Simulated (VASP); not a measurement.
# ZnSe (I-4m2) in VASP: notebook

Runs on ZnSe. Level: LDA. Tasks: single point.

All numbers are computed with VASP 6.6.1; they aren't measurements. Logs are shortened: lines on timing, memory, paths and dates and some standing lists are left out, and cuts for length are marked.

### 1 The cell of the first run

The structure is tetragonal, space group I-4m2 (No. 119). The conventional cell has a = 4.008 Å, b = 4.008 Å, c = 5.781 Å, α = 90.00°, β = 90.00°, γ = 90.00°. Zn (site symmetry -4m2) has 4 Se at 2.47 Å within 3.3 Å. Se (site symmetry -4m2) has 4 Zn at 2.47 Å within 3.3 Å.

### 2 Single point, LDA (zz strain of +2 %)

File INCAR:

```
SYSTEM = ZnSe
PREC = Accurate ; ENCUT = 520
EDIFF = 1E-6 ; ISMEAR = -1
SIGMA = 0.03 ; LREAL = .False.
LASPH = .True. ; NELM = 80
ALGO = Normal ; ISIF = 2
LWAVE = .False. ; LCHARG = .True.
LELF = .True. ; LVHAR = .True.
NBANDS = 16
```

File KPOINTS:

```
Automatic mesh
0
Gamma
  8 8 8
  0 0 0
```

File POSCAR:

```
ZnSe
1.0
    0.0000000000      2.8338000000      2.8904760000
    2.8338000000      0.0000000000      2.8904760000
    2.8338000000      2.8338000000      0.0000000000
Zn Se
1 1
Direct
    0.0000000000      0.0000000000      0.0000000000
    0.7500000000      0.7500000000      0.7500000000
```

Potentials or basis: VASP PAW LDA potentials, release 64 (Zn, Se).

Command:

```
> cat potpaw_LDA.64/Zn/POTCAR potpaw_LDA.64/Se/POTCAR > POTCAR
> mpirun -np 1 vasp_std > vasp.out
```

OUTCAR:

```text
SYSTEM = ZnSe
   PREC = Accurate
   ENCUT = 520
   EDIFF = 1E-6
   ISMEAR = -1
   LREAL = .False.
   LASPH = .True.
   NELM = 80
   ISIF = 2

 ion  position               nearest neighbor table
   1  0.000  0.000  0.000-   2 2.47   2 2.47   2 2.47   2 2.47
   2  0.750  0.750  0.750-   1 2.47   1 2.47   1 2.47   1 2.47

  LATTYP: Found a body centered tetragonal cell.
 ALAT       =     4.0075983931
 C/A-ratio  =     1.4424978336

  Lattice vectors:

 A1 = (  -2.8338000000,   0.0000000000,   2.8904760000)
 A2 = (   2.8338000000,   0.0000000000,   2.8904760000)
 A3 = (   0.0000000000,   2.8338000000,  -2.8904760000)

Analysis of symmetry for initial positions (statically):
=====================================================================
 Subroutine PRICEL returns:
 Original cell was already a primitive cell.

 Routine SETGRP: Setting up the symmetry group for a
 body centered tetragonal supercell.

 Subroutine GETGRP returns: Found  8 space group operations
 (whereof  8 operations were pure point group operations)
 out of a pool of 16 trial point group operations.

The static configuration has the point symmetry D_2d.

Analysis of symmetry for dynamics (positions and initial velocities):
=====================================================================
 Subroutine PRICEL returns:
 Original cell was already a primitive cell.

 Routine SETGRP: Setting up the symmetry group for a
 body centered tetragonal supercell.

 Subroutine GETGRP returns: Found  8 space group operations
 (whereof  8 operations were pure point group operations)
 out of a pool of 16 trial point group operations.

The dynamic configuration has the point symmetry D_2d.

 Subroutine INISYM returns: Found  8 space group operations
 (whereof  8 operations are pure point group operations),
 and found     1 'primitive' translations

----------------------------------------------------------------------------------------

                                     Primitive cell

  volume of cell :      46.4235

  direct lattice vectors                    reciprocal lattice vectors
     0.000000000  2.833800000  2.890476000    -0.176441527  0.176441527  0.172981889
     2.833800000  0.000000000  2.890476000     0.176441527 -0.176441527  0.172981889
     2.833800000  2.833800000  0.000000000     0.176441527  0.176441527 -0.172981889

  length of vectors
     4.047872768  4.047872768  4.007598393     0.303621408  0.303621408  0.303621408

  position of ions in fractional coordinates (direct lattice)
     0.000000000  0.000000000  0.000000000
     0.750000000  0.750000000  0.750000000

[... 77 lines left out ...]
   LREAL  =      F    real-space projection
   EDIFFG = 0.1E-04   stopping-criterion for IOM
   NSW    =      0    number of steps for IOM
   IBRION =     -1    ionic relax: 0-MD 1-quasi-New 2-CG
   NFREE  =      0    steps in history (QN), initial steepest desc. (CG)
   ISIF   =      2    stress and relaxation
   ISYM   =      2    0-nonsym 1-usesym 2-fastsym
   POTIM  = 0.5000    time-step for ionic-motion
   TEBEG  =    0.0;   TEEND  =   0.0 temperature during run
   PSTRESS=    0.0 pullay stress
   NELECT =      18.0000    total number of electrons
   NUPDOWN=      -1.0000    fix difference up-down
   EMIN   =  10.00;   EMAX   =-10.00  energy-range for DOS
   EFERMI =   0.00;   METHOD = LEGACY
   ISMEAR =    -1;   SIGMA  =   0.03  broadening in eV -4-tet -1-fermi 0-gaus
   EFERMI_NEDOS =   21; number of points for ismear=-14 and -15
   IALGO  =     38    algorithm
   IMIX   =      4    mixing-type and parameters
     AMIX     =   0.40;   BMIX     =  1.00
     AMIX_MAG =   1.60;   BMIX_MAG =  1.00
  volume/ion in A,a.u.               =      23.21       156.64
  Fermi-wavevector in a.u.,A,eV,Ry     =   1.193767  2.255893 19.389402  1.425081
  Thomas-Fermi vector in A             =   2.329774
   LORBIT       =      0    0 simple, 1 ext, 2 COOP (PROOUT), +10 PAW based schemes
   GGA     = CA    functional components
   LHFCALC =     F    Hartree Fock is set to
   AEXX    =    0.0000 exact exchange contribution
   IVDW    =     0    specifies the selected vdW correction
   LEPSILON=     F    determine dielectric tensor
   LRPA    =     F    only Hartree local field effects (RPA)
 non-spin polarized calculation
  energy-cutoff  :      520.00
  volume of cell :       46.42
 maximum number of plane-waves:      1265
   NGX = 15   NGY = 15   NGZ = 15

 number of electron      18.0000016 magnetization

 Free energy of the ion-electron system (eV)
  ---------------------------------------------------
  ext. energy  EPLUGINS =         0.00000000
  ---------------------------------------------------
  free energy    TOTEN  =        -7.32823267 eV

  energy without entropy =       -7.32823267  energy(sigma->0) =       -7.32823267

 E-fermi :   1.8539     XC(G=0):  -9.6117

 val. band max:        1.3605583506   @ k =   0.0000   0.0000   0.0000
 cond. band min:       2.3232153125   @ k =   0.0000   0.0000   0.0000
 fundamental gap:      0.9626569619
 Fermi energy:         1.8538976130

 k-point     1 :       0.0000    0.0000    0.0000
  band No.  band energies     occupation
      1     -11.8287      2.00000
      2      -5.2762      2.00000
      3      -5.2677      2.00000
      4      -5.2677      2.00000
      5      -4.9308      2.00000
      6      -4.9274      2.00000
[... 433 lines left out ...]
      3      -5.1794      2.00000
      4      -5.0960      2.00000
      5      -4.9241      2.00000
      6      -4.9082      2.00000
[... 8 lines left out ...]
     15      12.8591      0.00000
     16      13.5551      0.00000

 [... further k-points ...]

------------------------ aborting loop because EDIFF is reached ----------------------------------------

  FORCE on cell =-STRESS in cart. coord.  units (eV):
  Direction    XX          YY          ZZ          XY          YZ          ZX
  --------------------------------------------------------------------------------------
  -------------------------------------------------------------------------------------
  Total       -1.1313662     -1.1313662     -1.3670117      0.0000000      0.0000000      0.0000000
  in kB      -39.0459540    -39.0459540    -47.1786009      0.0000000      0.0000000      0.0000000
  external PRESSURE =     -41.7568363 kB  Pullay stress =       0.0000000 kB

 VOLUME and BASIS-vectors are now :
 -----------------------------------------------------------------------------
  energy-cutoff  :      520.00
  volume of cell :       46.42
      direct lattice vectors                 reciprocal lattice vectors
     0.000000000  2.833800000  2.890476000    -0.176441527  0.176441527  0.172981889
     2.833800000  0.000000000  2.890476000     0.176441527 -0.176441527  0.172981889
     2.833800000  2.833800000  0.000000000     0.176441527  0.176441527 -0.172981889

 POSITION                                       TOTAL-FORCE (eV/Angst)
 -----------------------------------------------------------------------------------
      0.00000      0.00000      0.00000         0.000000      0.000000     -0.000000
      4.25070      4.25070      4.33571        -0.000000     -0.000000      0.000000
 -----------------------------------------------------------------------------------
    total drift:                                0.000000      0.000000      0.000001

  FREE ENERGIE OF THE ION-ELECTRON SYSTEM (eV)
  ---------------------------------------------------
  free  energy   TOTEN  =        -7.3282326727 eV

  energy  without entropy=       -7.3282326720  energy(sigma->0) =       -7.32823267
```

OSZICAR:

```text
N       E                     dE             d eps       ncg     rms          rms(c)
DAV:   1     0.853952265866E+02    0.85395E+02   -0.87229E+03  1888   0.126E+03
DAV:   2    -0.199189147633E+01   -0.87387E+02   -0.82068E+02  2104   0.249E+02
DAV:   3    -0.758596383445E+01   -0.55941E+01   -0.55727E+01  2320   0.613E+01
DAV:   4    -0.763424348085E+01   -0.48280E-01   -0.48274E-01  2344   0.610E+00
DAV:   5    -0.763449439780E+01   -0.25092E-03   -0.25092E-03  2400   0.394E-01    0.460E+00
DAV:   6    -0.735741527260E+01    0.27708E+00   -0.54977E-01  2776   0.241E+01    0.353E+00
DAV:   7    -0.733307378488E+01    0.24341E-01   -0.13905E-01  2352   0.356E+00    0.148E+00
DAV:   8    -0.732874511396E+01    0.43287E-02   -0.30528E-03  2872   0.673E-01    0.390E-01
DAV:   9    -0.732822042783E+01    0.52469E-03   -0.85936E-04  2224   0.237E-01    0.588E-02
DAV:  10    -0.732823657714E+01   -0.16149E-04   -0.86143E-05  2416   0.954E-02    0.148E-02
DAV:  11    -0.732823257412E+01    0.40030E-05   -0.99412E-06  2784   0.531E-02    0.346E-03
DAV:  12    -0.732823267267E+01   -0.98547E-07   -0.17337E-06  1824   0.884E-03
   1 F= -.73282327E+01 E0= -.73282327E+01  d E =-.639229E-09
```

Run time: 18 s. Hardware: 1 thread of Intel Xeon 6975P-C (Granite Rapids), shared host; peak memory 0.17 GiB.

What came out:

- Free energy: -7.3282 eV
- Pressure: -4.2 GPa
- Band gap on the k mesh: 0.96 eV, direct

Stress tensor (GPa, compression positive):
```
-3.90  0.00  0.00
 0.00 -3.90  0.00
 0.00  0.00 -4.72
```

Caveat: the cell differs from its parent crystal (zz strain of +2 %).

### 3 Single point, LDA (zz strain of +3 %)

File INCAR:

```
PREC = Accurate ; ENCUT = 520
EDIFF = 1E-6 ; ISMEAR = -1
SIGMA = 0.03 ; LREAL = F
LASPH = T ; NELM = 60
ALGO = Normal ; ISIF = 2
LWAVE = F ; LCHARG = T
GGA = CA ; LELF = T
LVHAR = T ; NBANDS = 16
```

File KPOINTS:

```
regular mesh
0
Gamma
  8 8 8
```

File POSCAR:

```
ZnSe
1.0
    0.0000000000      2.8338000000      2.9188140000
    2.8338000000      0.0000000000      2.9188140000
    2.8338000000      2.8338000000      0.0000000000
Zn Se
1 1
Direct
    0.0000000000      0.0000000000      0.0000000000
    0.7500000000      0.7500000000      0.7500000000
```

Potentials or basis: VASP PAW LDA potentials, release 64 (Zn, Se).

Command:

```
> cat potpaw_LDA.64/Zn/POTCAR potpaw_LDA.64/Se/POTCAR > POTCAR
> mpirun -np 1 vasp_std > vasp.out
```

It took 17 s on 1 thread of Intel Xeon 6975P-C (Granite Rapids), shared host; peak memory 0.18 GiB.

The run converged. Its results:

```yaml
Free_energy: -7.3137 eV
Pressure: -4.7 GPa
Band_gap_on_the_k_mesh: 0.91 eV, direct
```

Stress tensor (GPa, compression positive):
```
-4.27  0.00  0.00
 0.00 -4.27  0.00
 0.00  0.00 -5.50
```

Levels at points of the mesh, in eV from the valence-band top:
```
           k point  band 6  band 7  band 8  band 9  band 10  band 11  band 12  band 13
(0.00, 0.00, 0.00)   -6.28   -0.11    0.00    0.00     0.91     5.67     5.67     5.69
(0.50, 0.00, 0.00)   -6.13   -5.14   -0.95   -0.78     2.27     6.15     6.36     8.23
(0.50, 0.50, 0.00)   -6.13   -4.85   -2.03   -2.03     2.92     3.47    10.08    10.86
(0.50, 0.00, 0.50)   -6.10   -4.68   -2.21   -2.16     2.79     3.20    10.34    10.65
```

Caveat: the cell differs from its parent crystal (zz strain of +3 %).
